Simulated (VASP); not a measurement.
# RbNa in VASP: a series of runs, part 2 of 2

VASP 6.6.1. Earlier steps stand in the parts before.

**3. Relaxation of cell and atoms, PBE**

This run uses another cell than the first one, of 31.71 Å³/atom, 0.513 times its volume.

Contents of INCAR:

```
PREC     = Accurate       # precision mode
ENCUT    = 600            # plane-wave cutoff, eV
EDIFF    = 1E-6           # SCF threshold, eV
ISMEAR   = 0              # smearing method
SIGMA    = 0.1            # smearing width, eV
LREAL    = F              # projectors in reciprocal space
LASPH    = T              # aspherical terms in the spheres
NELM     = 60             # most SCF steps
ALGO     = Normal         # electronic algorithm
ISIF     = 3              # what is computed and relaxed
LWAVE    = F              # write WAVECAR
LCHARG   = F              # write CHGCAR
GGA      = PE             # functional
IBRION   = 2              # ionic algorithm
NSW      = 90             # ionic steps
EDIFFG   = -0.04          # ionic threshold
```

Contents of KPOINTS:

```
regular mesh
0
Gamma
  4 4 4
```

Contents of POSCAR:

```
RbNa
1.0
    3.9877225604      0.0000000000      0.0000000000
    0.0000000000      3.9877225604      0.0000000000
    0.0000000000      0.0000000000      3.9877225604
Rb Na
1 1
Direct
    0.0000000000      0.0000000000      0.0000000000
    0.5000000000      0.5000000000      0.5000000000
```

Potentials or basis: VASP PAW PBE potentials, release 64 (Rb_sv, Na_pv).

Command:

```
cat potpaw_PBE.64/Rb_sv/POTCAR potpaw_PBE.64/Na_pv/POTCAR > POTCAR
mpirun -np 1 vasp_std > vasp.out
```

OUTCAR:

```text
PREC = Accurate
   ENCUT = 600
   EDIFF = 1E-6
   ISMEAR = 0
   LREAL = F
   LASPH = T
   NELM = 60
   ISIF = 3
   GGA = PE
   IBRION = 2
   NSW = 90
   EDIFFG = -0.04

 ion  position               nearest neighbor table
   1  0.000  0.000  0.000-   2 3.45   2 3.45   2 3.45   2 3.45   2 3.45   2 3.45   2 3.45   2 3.45

   2  0.500  0.500  0.500-   1 3.45   1 3.45   1 3.45   1 3.45   1 3.45   1 3.45   1 3.45   1 3.45

  LATTYP: Found a simple cubic cell.
 ALAT       =     3.9877225604

  Lattice vectors:

 A1 = (   3.9877225604,   0.0000000000,   0.0000000000)
 A2 = (   0.0000000000,   3.9877225604,   0.0000000000)
 A3 = (   0.0000000000,   0.0000000000,   3.9877225604)

Analysis of symmetry for initial positions (statically):
=====================================================================
 Subroutine PRICEL returns:
 Original cell was already a primitive cell.

 Routine SETGRP: Setting up the symmetry group for a
 simple cubic supercell.

 Subroutine GETGRP returns: Found 48 space group operations
 (whereof 48 operations were pure point group operations)
 out of a pool of 48 trial point group operations.

The static configuration has the point symmetry O_h .

Analysis of symmetry for dynamics (positions and initial velocities):
=====================================================================
 Subroutine PRICEL returns:
[... 153 lines left out ...]
  in kB       93.8921717     93.8921717     93.8921717     -0.0000000     -0.0000000      0.0000000
  external PRESSURE =      93.8921717 kB  Pullay stress =       0.0000000 kB
[... 95 lines left out ...]
--------------------------------------- Ionic step        4  -------------------------------------------

 number of electron      16.0000028 magnetization

 E-fermi :   0.0224     XC(G=0):  -6.0204

 val. band max:       -0.0079800970   @ k =   0.5000   0.2500   0.0000
 cond. band min:       0.1109565454   @ k =   0.5000   0.5000   0.0000
 fundamental gap:      0.1189366424
 Fermi energy:         0.0223635556

 k-point     1 :       0.0000    0.0000    0.0000
  band No.  band energies     occupation
      1     -28.3683      2.00000
      2     -24.9429      2.00000
      3     -24.9429      2.00000
      4     -24.9429      2.00000
      5     -12.4398      2.00000
      6     -12.4398      2.00000
      7     -12.4398      2.00000
      8      -2.2751      2.00000
      9       2.3111      0.00000
     10       2.3111      0.00000
     11       4.1350      0.00000
     12       4.1350      0.00000
[... 168 lines left out ...]
--------------------------------------- Ionic step        5  -------------------------------------------

 number of electron      15.9999955 magnetization

 Free energy of the ion-electron system (eV)
  ---------------------------------------------------
  ext. energy  EPLUGINS =         0.00000000
  ---------------------------------------------------
  free energy    TOTEN  =        -2.13722484 eV

  energy without entropy =       -2.12180599  energy(sigma->0) =       -2.12951542

 E-fermi :  -0.0786     XC(G=0):  -5.9127

 val. band max:       -0.1089094311   @ k =   0.5000   0.2500   0.0000
 cond. band min:       0.0195691685   @ k =   0.5000   0.5000   0.0000
 fundamental gap:      0.1284785997
 Fermi energy:        -0.0786117180

 k-point     1 :       0.0000    0.0000    0.0000
  band No.  band energies     occupation
      1     -28.5014      2.00000
      2     -25.0741      2.00000
      3     -25.0741      2.00000
      4     -25.0741      2.00000
      5     -12.5731      2.00000
      6     -12.5731      2.00000
      7     -12.5731      2.00000
      8      -2.3158      2.00000
      9       2.2138      0.00000
     10       2.2138      0.00000
     11       3.9101      0.00000
     12       3.9101      0.00000
[... 162 lines left out ...]
  FREE ENERGIE OF THE ION-ELECTRON SYSTEM (eV)
  ---------------------------------------------------
  free  energy   TOTEN  =        -2.1372248385 eV

  energy  without entropy=       -2.1218059932  energy(sigma->0) =       -2.12951542

 reached required accuracy - stopping structural energy minimisation
```

CONTCAR:

```text
RbNa
   1.00000000000000
     4.9731256939484778    0.0000000000000000    0.0000000000000000
    -0.0000000000000000    4.9731256939484778   -0.0000000000000000
    -0.0000000000000000   -0.0000000000000000    4.9731256939484778
  Rb              Na
     1     1
Direct
     0.0000000000000000    0.0000000000000000    0.0000000000000000
     0.5000000000000000    0.5000000000000000    0.5000000000000000

  0.00000000E+00  0.00000000E+00  0.00000000E+00
  0.00000000E+00  0.00000000E+00  0.00000000E+00
```

It took 20 s on 1 thread of Intel Xeon 6975P-C, shared host; peak memory 0.18 GiB.

What came out:

```
Free energy                            : -2.1372 eV
Relaxed volume                         : 61.50 Å³/atom
Relaxed cell                           : a = 4.973 Å, b = 4.973 Å, c = 4.973 Å, α = 90.00°, β = 90.00°, γ = 90.00°
Space group after relaxing (to 0.05 Å) : Pm-3m (No. 221)
Energy gained by relaxing              : 538.1 meV/atom
Ionic steps                            : 5
Pressure after relaxing                : 0.0 GPa
Band gap on the k mesh                 : zero (band 8 reaches 1.15 eV, above the bottom of band 9 at -0.58 eV)
```

Step by step:
```csv
step,energy change (eV),largest force (eV/Å),pressure (GPa),volume (Å³)
1,0.0000,0.0000,9.39,63.41
2,-0.7215,0.0000,3.74,82.04
3,-1.0304,0.0000,0.93,105.53
4,-1.0725,0.0000,0.22,117.90
5,-1.0762,0.0000,0.02,123.00
```

Final structure:
```
Rb Na
1.0
     4.97313    0.00000    0.00000
     0.00000    4.97313    0.00000
     0.00000    0.00000    4.97313
Rb Na
1 1
Direct
  0.00000 0.00000 0.00000
  0.50000 0.50000 0.50000
```

Levels at points of the mesh, in eV from the Fermi level:
| k point | band 4 | band 5 | band 6 | band 7 | band 8 | band 9 | band 10 | band 11 | band 12 |
| --- | --- | --- | --- | --- | --- | --- | --- | --- | --- |
| (0.00, 0.00, 0.00) | -25.00 | -12.49 | -12.49 | -12.49 | -2.24 | 2.29 | 2.29 | 3.99 | 3.99 |
| (0.50, 0.00, 0.00) | -25.00 | -12.56 | -12.49 | -12.49 | -0.62 | -0.50 | 3.10 | 3.50 | 3.50 |
| (0.50, 0.50, 0.00) | -25.00 | -12.55 | -12.55 | -12.48 | 0.10 | 1.09 | 1.09 | 1.37 | 4.19 |
| (0.50, 0.50, 0.50) | -25.00 | -12.54 | -12.54 | -12.54 | 1.23 | 1.23 | 1.23 | 2.14 | 3.09 |

Caveat: the k points lie up to 0.32 Å⁻¹ apart in the final cell; the volume moved by over 15 % at a fixed basis, so the end points are rough.

**4. Single point, PBE**

This run uses another cell than the first one, of 61.60 Å³/atom, 0.996 times its volume.

Contents of INCAR:

```
PREC = Accurate
ENCUT = 520
EDIFF = 1E-7
ISMEAR = 0
SIGMA = 0.1
LREAL = F
LASPH = T
NELM = 100
ALGO = Fast
ISIF = 2
LWAVE = F
LCHARG = T
GGA = PE
LELF = T
LVHAR = T
NBANDS = 15
```

Contents of KPOINTS:

```
Automatic mesh
0
Gamma
  12 12 10
```

Contents of POSCAR:

```
RbNa
1.0
    5.0226429911      0.0000000000      0.0000000000
    0.0000000000      5.0226429911      0.0000000000
    0.0000000000      0.0000000000      4.8836263325
Rb Na
1 1
Direct
    0.5000000000      0.5000000000      0.5000000000
    0.0000000000      0.0000000000      0.0000000000
```

Potentials or basis: VASP PAW PBE potentials, release 64 (Rb_sv, Na_pv).

Command:

```
cat potpaw_PBE.64/Rb_sv/POTCAR potpaw_PBE.64/Na_pv/POTCAR > POTCAR
mpirun -np 1 vasp_std > vasp.out
```

OUTCAR:

```text
PREC = Accurate
   ENCUT = 520
   EDIFF = 1E-7
   ISMEAR = 0
   LREAL = F
   LASPH = T
   NELM = 100
   ISIF = 2
   GGA = PE

 ion  position               nearest neighbor table
   1  0.500  0.500  0.500-
   2  0.000  0.000  0.000-

  LATTYP: Found a simple tetragonal cell.
 ALAT       =     5.0226429911
 C/A-ratio  =     0.9723220108

  Lattice vectors:

 A1 = (   5.0226429911,   0.0000000000,   0.0000000000)
 A2 = (   0.0000000000,   5.0226429911,   0.0000000000)
 A3 = (   0.0000000000,   0.0000000000,   4.8836263325)
[... 608 lines left out ...]
      9       0.4832      0.00000
     10       1.3234      0.00000
     11       2.3350      0.00000
     12       4.0114      0.00000
     13       4.4262      0.00000
     14       5.0381      0.00000
     15       5.9550      0.00000

 [... further k-points ...]
[... 5 lines left out ...]
  --------------------------------------------------------------------------------------
  -------------------------------------------------------------------------------------
  Total       -0.0019392     -0.0019392     -0.0027523      0.0000000     -0.0000000      0.0000000
  in kB       -0.0252186     -0.0252186     -0.0357926      0.0000000     -0.0000000      0.0000000
  external PRESSURE =      -0.0287433 kB  Pullay stress =       0.0000000 kB

 VOLUME and BASIS-vectors are now :
 -----------------------------------------------------------------------------
  energy-cutoff  :      520.00
  volume of cell :      123.20
      direct lattice vectors                 reciprocal lattice vectors
     5.022642991  0.000000000  0.000000000     0.199098364  0.000000000  0.000000000
     0.000000000  5.022642991  0.000000000     0.000000000  0.199098364  0.000000000
     0.000000000  0.000000000  4.883626332     0.000000000  0.000000000  0.204765871

 POSITION                                       TOTAL-FORCE (eV/Angst)
 -----------------------------------------------------------------------------------
      2.51132      2.51132      2.44181         0.000000      0.000000      0.000000
      0.00000      0.00000      0.00000         0.000000      0.000000      0.000000
 -----------------------------------------------------------------------------------
    total drift:                               -0.000000      0.000000     -0.000000

  FREE ENERGIE OF THE ION-ELECTRON SYSTEM (eV)
  ---------------------------------------------------
  free  energy   TOTEN  =        -2.1841830695 eV

  energy  without entropy=       -2.1777290366  energy(sigma->0) =       -2.18095605
```

OSZICAR:

```text
N       E                     dE             d eps       ncg     rms          rms(c)
DAV:   1     0.106755079867E+03    0.10676E+03   -0.70907E+03  5136   0.864E+02
DAV:   2     0.777207621759E+01   -0.98983E+02   -0.92788E+02  5619   0.220E+02
DAV:   3    -0.140410130625E+01   -0.91762E+01   -0.90869E+01  7370   0.645E+01
DAV:   4    -0.218004429496E+01   -0.77594E+00   -0.77449E+00  7933   0.125E+01
DAV:   5    -0.218694317671E+01   -0.68989E-02   -0.68975E-02  7233   0.107E+00    0.180E+00
RMM:   6    -0.218491838909E+01    0.20248E-02   -0.38785E-03  6458   0.354E-01    0.110E+00
RMM:   7    -0.218401832897E+01    0.90006E-03   -0.94043E-03  6913   0.488E-01    0.789E-02
RMM:   8    -0.218411508731E+01   -0.96758E-04   -0.13885E-03  7544   0.222E-01    0.130E-02
RMM:   9    -0.218416131393E+01   -0.46227E-04   -0.46108E-04  7904   0.877E-02    0.119E-02
RMM:  10    -0.218417583367E+01   -0.14520E-04   -0.12641E-04  8301   0.491E-02    0.123E-02
RMM:  11    -0.218418021682E+01   -0.43831E-05   -0.36352E-05  8495   0.202E-02    0.124E-02
RMM:  12    -0.218418796343E+01   -0.77466E-05   -0.37310E-05  7199   0.345E-02    0.185E-02
RMM:  13    -0.218418500967E+01    0.29538E-05   -0.90218E-06  6922   0.141E-02    0.126E-02
RMM:  14    -0.218418260075E+01    0.24089E-05   -0.13013E-05  6893   0.189E-02    0.175E-03
RMM:  15    -0.218418296145E+01   -0.36070E-06   -0.18947E-06  7101   0.654E-03    0.603E-04
RMM:  16    -0.218418315251E+01   -0.19106E-06   -0.77093E-07  6209   0.389E-03    0.592E-04
RMM:  17    -0.218418306949E+01    0.83019E-07   -0.31040E-07  5323   0.279E-03
   1 F= -.21841831E+01 E0= -.21809561E+01  d E =-.645403E-02
```

Run time: 5.3 min. Hardware: 1 thread of Intel Xeon 6975P-C, shared host; peak memory 0.45 GiB.

Results:

```yaml
Free_energy: -2.1842 eV
Pressure: 0.0 GPa
Band_gap_on_the_k_mesh: zero (band 8 reaches 1.14 eV, above the bottom of band 9 at -0.61 eV)
```

Levels at points of the mesh, in eV from the Fermi level:
```csv
k point,band 6,band 7,band 8,band 9,band 10,band 11
"(0.00, 0.00, 0.00)",-12.64,-12.64,-2.38,2.10,2.20,3.73
"(0.50, 0.00, 0.00)",-12.64,-12.64,-0.79,-0.67,2.94,3.26
"(0.50, 0.50, 0.00)",-12.69,-12.63,-0.09,0.90,0.90,1.17
"(0.00, 0.00, 0.50)",-12.64,-12.64,-0.70,-0.59,2.97,3.28
"(0.50, 0.00, 0.50)",-12.69,-12.63,-0.02,0.96,0.99,1.25
"(0.50, 0.50, 0.50)",-12.68,-12.68,1.08,1.08,1.11,2.00
```

**5. Overview**

| task | cell | k mesh | cutoff (eV) | gap on the mesh (eV) | pressure (GPa) |
| --- | --- | --- | --- | --- | --- |
| single point | a = 4.982 Å, 2 atoms | 4 × 4 × 4 | 520 | none | 0.1 |
| relaxation of cell and atoms | relaxed from a = 3.988 Å, 2 atoms | 4 × 4 × 4 | 600 | none | 0.0 |
| single point | a = 5.023, b = 5.023, c = 4.884 Å, 2 atoms | 12 × 12 × 10 | 520 | none | 0.0 |

Alike in all rows: level PBE; potentials or basis VASP PAW PBE potentials, release 64 (Rb_sv, Na_pv); no spin polarisation; smearing gaussian 0.1 eV.

Caveats: some runs use coarse meshes; the volume moved by over 15 % at a fixed basis, so the end points are rough (some runs).

Absolute energies hang on the potentials; compare differences alone.
